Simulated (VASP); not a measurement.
A run of VASP 6.6.1 is set up as follows.

The input INCAR:

```
PREC = Accurate
ENCUT = 520
EDIFF = 1E-7
ISMEAR = -1
SIGMA = 0.1
LREAL = False
LASPH = True
NELM = 60
ALGO = Normal
ISIF = 2
LWAVE = False
LCHARG = False
GGA = CA
NBANDS = 8
```

KPOINTS

```
regular mesh
0
Gamma
  14 14 14
```

The input POSCAR:

```
Si
1.0
   -1.6269149300      1.6269149300      1.3203298500
    1.6269149300     -1.6269149300      1.3203298500
    1.6269149300      1.6269149300     -1.3203298500
Si
1
Direct
    0.0000000000      0.0000000000      0.0000000000
```

Potentials or basis: VASP PAW LDA potentials, release 64 (Si).

The run is started by

```bash
$ cat potpaw_LDA.64/Si/POTCAR > POTCAR
$ mpirun -np 1 vasp_std > vasp.out
```

(1) Predict the pressure.

(2) Predict the band gap on the k mesh.

## Answers

(1) -0.3 GPa.

(2) zero (band 2 reaches 20.21 eV, above the bottom of band 3 at 7.20 eV).
